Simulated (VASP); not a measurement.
A run of VASP 6.6.1 is set up as follows.

The input INCAR:

```
  ALGO = Normal
  EDIFF = 1E-6
  ENCUT = 700
  GGA = PE
  GGA_COMPAT = F
  ISIF = 2
  ISMEAR = 0
  LASPH = T
  LCHARG = F
  LREAL = F
  LWAVE = F
  NBANDS = 26
  NELM = 120
  PREC = Accurate
  SIGMA = 0.1
```

Contents of KPOINTS:

```
k-points
0
Gamma
  18 18 8
```

The input POSCAR:

```
TaN
1.0
    2.9730493232      0.0000000000      0.0000000000
   -1.4865246616      2.5747362406      0.0000000000
    0.0000000000      0.0000000000      6.0381890934
Ta N
2 2
Direct
    0.3333333333      0.6666666667      0.0340158079
    0.6666666667      0.3333333333      0.5340158079
    0.3333333333      0.6666666667      0.3509841921
    0.6666666667      0.3333333333      0.8509841921
```

Potentials or basis: VASP PAW PBE potentials, release 64 (Ta_sv_GW, N).

Command:

```console
$ cat potpaw_PBE.64/Ta_sv_GW/POTCAR potpaw_PBE.64/N/POTCAR > POTCAR
$ mpirun -np 1 vasp_std > vasp.out
```

Task: What does it give for the band gap on the k mesh?

Result: Zero (bands 18 and 19 overlap by 0.15 eV).

Task: Estimate the pressure.

Result: 39.1 GPa.

Task: Predict the largest force.

Result: 0.010 eV/Å.

Stress tensor (GPa, compression positive):
```
38.86  0.00  0.00
 0.00 38.86  0.00
 0.00  0.00 39.53
```

Caveat: the cell stands under pressure; spin-orbit coupling is left out, which moves the levels of the heavy elements.
